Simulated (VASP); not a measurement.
# LaS (Fm-3m) in VASP: further runs, part 2 of 2

VASP 6.6.1. Earlier steps stand in the parts before.

## 3. Single point, LDA

This run uses another cell than the first one, of 26.58 Å³/atom, 1.019 times its volume.

INCAR

```
PREC = Accurate
ENCUT = 520
EDIFF = 1E-6
ISMEAR = 1
SIGMA = 0.15
LREAL = False
LASPH = True
NELM = 80
ALGO = Normal
ISIF = 2
LWAVE = False
LCHARG = False
NBANDS = 16
```

KPOINTS

```
Automatic mesh
0
Gamma
  8 8 8
```

POSCAR

```
LaS
1.0
    0.0000000000      2.9844067312      2.9844067312
    2.9844067312      0.0000000000      2.9844067312
    2.9844067312      2.9844067312      0.0000000000
La S
1 1
Direct
    0.0000000000      0.0000000000      0.0000000000
    0.5000000000      0.5000000000      0.5000000000
```

Potentials or basis: VASP PAW LDA potentials, release 64 (La, S).

On the command line:

```console
cat potpaw_LDA.64/La/POTCAR potpaw_LDA.64/S/POTCAR > POTCAR
mpirun -np 1 vasp_std > vasp.out
```

OUTCAR:

```text
PREC = Accurate
   ENCUT = 520
   EDIFF = 1E-6
   ISMEAR = 1
   LREAL = False
   LASPH = True
   NELM = 80
   ISIF = 2

 ion  position               nearest neighbor table
   1  0.000  0.000  0.000-   2 2.98   2 2.98   2 2.98   2 2.98   2 2.98   2 2.98
   2  0.500  0.500  0.500-   1 2.98   1 2.98   1 2.98   1 2.98   1 2.98   1 2.98

  LATTYP: Found a face centered cubic cell.
 ALAT       =     5.9688134624

  Lattice vectors:

 A1 = (   0.0000000000,   2.9844067312,   2.9844067312)
 A2 = (   2.9844067312,   0.0000000000,   2.9844067312)
 A3 = (   2.9844067312,   2.9844067312,   0.0000000000)

Analysis of symmetry for initial positions (statically):
=====================================================================
 Subroutine PRICEL returns:
 Original cell was already a primitive cell.

 Routine SETGRP: Setting up the symmetry group for a
 face centered cubic supercell.

 Subroutine GETGRP returns: Found 48 space group operations
 (whereof 48 operations were pure point group operations)
 out of a pool of 48 trial point group operations.

The static configuration has the point symmetry O_h .

Analysis of symmetry for dynamics (positions and initial velocities):
=====================================================================
 Subroutine PRICEL returns:
 Original cell was already a primitive cell.

 Routine SETGRP: Setting up the symmetry group for a
 face centered cubic supercell.

 Subroutine GETGRP returns: Found 48 space group operations
 (whereof 48 operations were pure point group operations)
 out of a pool of 48 trial point group operations.

The dynamic configuration has the point symmetry O_h .

 Subroutine INISYM returns: Found 48 space group operations
 (whereof 48 operations are pure point group operations),
 and found     1 'primitive' translations

----------------------------------------------------------------------------------------

                                     Primitive cell

  volume of cell :      53.1623

  direct lattice vectors                    reciprocal lattice vectors
     0.000000000  2.984406731  2.984406731    -0.167537486  0.167537486  0.167537486
     2.984406731  0.000000000  2.984406731     0.167537486 -0.167537486  0.167537486
     2.984406731  2.984406731  0.000000000     0.167537486  0.167537486 -0.167537486

  length of vectors
     4.220588475  4.220588475  4.220588475     0.290183437  0.290183437  0.290183437

  position of ions in fractional coordinates (direct lattice)
     0.000000000  0.000000000  0.000000000
     0.500000000  0.500000000  0.500000000

  ion indices of the primitive-cell ions
   primitive index   ion index
                 1           1
                 2           2

----------------------------------------------------------------------------------------

 KPOINTS: Automatic mesh

Automatic generation of k-mesh.
 Grid dimensions read from file:
 generate k-points for:    8    8    8

 Generating k-lattice:

  Cartesian coordinates                     Fractional coordinates (reciprocal lattice)
    -0.020942186  0.020942186  0.020942186     0.125000000  0.000000000  0.000000000
     0.020942186 -0.020942186  0.020942186     0.000000000  0.125000000  0.000000000
     0.020942186  0.020942186 -0.020942186     0.000000000  0.000000000  0.125000000

  Length of vectors
     0.036272930  0.036272930  0.036272930

  Shift w.r.t. Gamma in fractional coordinates (k-lattice)
     0.000000000  0.000000000  0.000000000

 Subroutine IBZKPT returns following result:
 ===========================================

 Found     29 irreducible k-points:

 Following reciprocal coordinates:
            Coordinates               Weight
  0.000000  0.000000  0.000000      1.000000
  0.125000  0.000000  0.000000      8.000000
  0.250000  0.000000  0.000000      8.000000
  0.375000  0.000000  0.000000      8.000000
  0.500000  0.000000  0.000000      4.000000
  0.125000  0.125000  0.000000      6.000000
[... 16 lines left out ...]
  0.500000  0.250000  0.125000     48.000000
 -0.375000  0.250000  0.125000     24.000000
 [... further k-points ...]
   k-points           NKPTS =     29   k-points in BZ     NKDIM =     29   number of bands    NBANDS=     16
   number of dos      NEDOS =    301   number of ions     NIONS =      2
   total plane-waves  NPLWV =  32768
   dimension x,y,z NGX =    32 NGY =   32 NGZ =   32
   dimension x,y,z NGXF=    64 NGYF=   64 NGZF=   64
   ions per type =               1   1
   NGX,Y,Z   is equivalent  to a cutoff of  12.60, 12.60, 12.60 a.u.
   NGXF,Y,Z  is equivalent  to a cutoff of  25.21, 25.21, 25.21 a.u.
 SYSTEM =  unknown system
   PREC   = accura    normal or accurate (medium, high low for compatibility)
   ISTART =      0    job   : 0-new  1-cont  2-samecut
   ICHARG =      2    charge: 1-file 2-atom 10-const
   ISPIN  =      1    spin polarized calculation?
   LNONCOLLINEAR =      F non collinear calculations
   LSORBIT =      F    spin-orbit coupling
   LASPH  =      T    aspherical Exc in radial PAW
   ENCUT  =  520.0 eV  38.22 Ry    6.18 a.u.   7.85  7.85  7.85*2*pi/ulx,y,z
   NELM   =     80;   NELMIN=  2; NELMDL= -5     # of ELM steps
   EDIFF  = 0.1E-05   stopping-criterion for ELM
   LREAL  =      F    real-space projection
   EDIFFG = 0.1E-04   stopping-criterion for IOM
   NSW    =      0    number of steps for IOM
   IBRION =     -1    ionic relax: 0-MD 1-quasi-New 2-CG
   NFREE  =      0    steps in history (QN), initial steepest desc. (CG)
   ISIF   =      2    stress and relaxation
   ISYM   =      2    0-nonsym 1-usesym 2-fastsym
   POTIM  = 0.5000    time-step for ionic-motion
   TEBEG  =    0.0;   TEEND  =   0.0 temperature during run
   PSTRESS=    0.0 pullay stress
   NELECT =      17.0000    total number of electrons
   NUPDOWN=      -1.0000    fix difference up-down
   EMIN   =  10.00;   EMAX   =-10.00  energy-range for DOS
   EFERMI =   0.00;   METHOD = LEGACY
   ISMEAR =     1;   SIGMA  =   0.15  broadening in eV -4-tet -1-fermi 0-gaus
   EFERMI_NEDOS =   21; number of points for ismear=-14 and -15
   IALGO  =     38    algorithm
   IMIX   =      4    mixing-type and parameters
     AMIX     =   0.40;   BMIX     =  1.00
     AMIX_MAG =   1.60;   BMIX_MAG =  1.00
  volume/ion in A,a.u.               =      26.58       179.38
  Fermi-wavevector in a.u.,A,eV,Ry     =   1.119498  2.115544 17.051837  1.253275
  Thomas-Fermi vector in A             =   2.256137
   LORBIT       =      0    0 simple, 1 ext, 2 COOP (PROOUT), +10 PAW based schemes
   GGA     = CA    functional components
   LHFCALC =     F    Hartree Fock is set to
   AEXX    =    0.0000 exact exchange contribution
   IVDW    =     0    specifies the selected vdW correction
   LEPSILON=     F    determine dielectric tensor
   LRPA    =     F    only Hartree local field effects (RPA)
 non-spin polarized calculation
 Methfessel and Paxton  Order N= 1 SIGMA  =   0.15
  energy-cutoff  :      520.00
  volume of cell :       53.16
 maximum number of plane-waves:      1459
   NGX = 15   NGY = 15   NGZ = 15

 number of electron      17.0000000 magnetization

 Free energy of the ion-electron system (eV)
  ---------------------------------------------------
  ext. energy  EPLUGINS =         0.00000000
  ---------------------------------------------------
  free energy    TOTEN  =       -14.67254395 eV

  energy without entropy =      -14.67119396  energy(sigma->0) =      -14.67209396

 E-fermi :   8.1000     XC(G=0): -10.0805

 val. band max:        7.9454109550   @ k =  -0.3750   0.3750   0.1250
 cond. band min:       8.1273630545   @ k =   0.3750   0.1250   0.0000
 fundamental gap:      0.1819520994
 Fermi energy:         8.0999546034

 k-point     1 :       0.0000    0.0000    0.0000
  band No.  band energies     occupation
      1     -24.9630      2.00000
      2      -8.5269      2.00000
      3      -8.5269      2.00000
      4      -8.5269      2.00000
      5      -5.5629      2.00000
      6       4.9307      2.00000
[... 8 lines left out ...]
     15       9.2396     -0.00000
     16       9.7997     -0.00000

 k-point     2 :       0.1250    0.0000    0.0000
  band No.  band energies     occupation
      1     -24.9544      2.00000
      2      -8.7160      2.00000
      3      -8.5345      2.00000
      4      -8.5345      2.00000
      5      -5.3370      2.00000
      6       4.4378      2.00000
[... 8 lines left out ...]
     15       9.7810     -0.00000
     16       9.8017     -0.00000
[... 387 lines left out ...]
      5      -4.6908      2.00000
      6       3.1445      2.00000
[... 8 lines left out ...]
     15       9.7672     -0.00000
     16      10.1845     -0.00000

 k-point    24 :      -0.3750    0.2500    0.1250
  band No.  band energies     occupation
      1     -24.8947      2.00000
      2      -9.3341      2.00000
      3      -8.7611      2.00000
      4      -8.6494      2.00000
      5      -4.6363      2.00000
      6       3.1047      2.00000
[... 8 lines left out ...]
     15       9.7579     -0.00000
     16      10.4295     -0.00000

 [... further k-points ...]
[... 5 lines left out ...]
  --------------------------------------------------------------------------------------
  -------------------------------------------------------------------------------------
  Total       -2.5748026     -2.5748026     -2.5748026      0.0000000      0.0000000     -0.0000000
  in kB      -77.5979943    -77.5979943    -77.5979943      0.0000000      0.0000000     -0.0000000
  external PRESSURE =     -77.5979943 kB  Pullay stress =       0.0000000 kB

 VOLUME and BASIS-vectors are now :
 -----------------------------------------------------------------------------
  energy-cutoff  :      520.00
  volume of cell :       53.16
      direct lattice vectors                 reciprocal lattice vectors
     0.000000000  2.984406731  2.984406731    -0.167537486  0.167537486  0.167537486
     2.984406731  0.000000000  2.984406731     0.167537486 -0.167537486  0.167537486
     2.984406731  2.984406731  0.000000000     0.167537486  0.167537486 -0.167537486

 POSITION                                       TOTAL-FORCE (eV/Angst)
 -----------------------------------------------------------------------------------
      0.00000      0.00000      0.00000        -0.000000     -0.000000     -0.000000
      2.98441      2.98441      2.98441         0.000000      0.000000      0.000000
 -----------------------------------------------------------------------------------
    total drift:                                0.000000     -0.000000     -0.000000

  FREE ENERGIE OF THE ION-ELECTRON SYSTEM (eV)
  ---------------------------------------------------
  free  energy   TOTEN  =       -14.6725439505 eV

  energy  without entropy=      -14.6711939647  energy(sigma->0) =      -14.67209396
```

OSZICAR:

```text
N       E                     dE             d eps       ncg     rms          rms(c)
DAV:   1     0.134683655249E+03    0.13468E+03   -0.60780E+03   944   0.137E+03
DAV:   2    -0.323488150791E+00   -0.13501E+03   -0.11940E+03  1216   0.197E+02
DAV:   3    -0.141587220497E+02   -0.13835E+02   -0.13608E+02  1336   0.985E+01
DAV:   4    -0.148701295392E+02   -0.71141E+00   -0.67692E+00  1656   0.163E+01
DAV:   5    -0.148870008989E+02   -0.16871E-01   -0.16876E-01  1248   0.231E+00    0.447E+00
DAV:   6    -0.146973994630E+02    0.18960E+00   -0.53913E-01  1392   0.296E+00    0.315E+00
DAV:   7    -0.146761472166E+02    0.21252E-01   -0.98952E-02  1640   0.196E+00    0.145E+00
DAV:   8    -0.146729362655E+02    0.32110E-02   -0.10633E-02  1600   0.766E-01    0.255E-01
DAV:   9    -0.146726140596E+02    0.32221E-03   -0.38599E-03  1664   0.500E-01    0.806E-02
DAV:  10    -0.146725499117E+02    0.64148E-04   -0.71456E-04  1456   0.135E-01    0.510E-02
DAV:  11    -0.146725438305E+02    0.60812E-05   -0.40667E-05  1352   0.369E-02    0.145E-02
DAV:  12    -0.146725439505E+02   -0.12000E-06   -0.89146E-06  1720   0.190E-02
   1 F= -.14672544E+02 E0= -.14672094E+02  d E =-.134999E-02
```

stdout:

```text
POSCAR found type information on POSCAR LaS
 POSCAR found :  2 types and       2 ions
 scaLAPACK will be used
 LDA part: xc-table for (Slater(with rela. corr.)+CA(PZ))
 , standard interpolation
 POSCAR, INCAR and KPOINTS ok, starting setup
 FFT: planning ... GRIDC
 FFT: planning ... GRID_SOFT
 FFT: planning ... GRID
 WAVECAR not read
 entering main loop
```

Run time: 8.1 s. Hardware: 1 thread of Intel Xeon 6975P-C (Granite Rapids), shared host; peak memory 0.17 GiB.

Results:

```
Free energy : -14.6725 eV
Pressure    : -7.8 GPa
```

Caveat: spin-orbit coupling is left out, which moves the levels of the heavy elements.
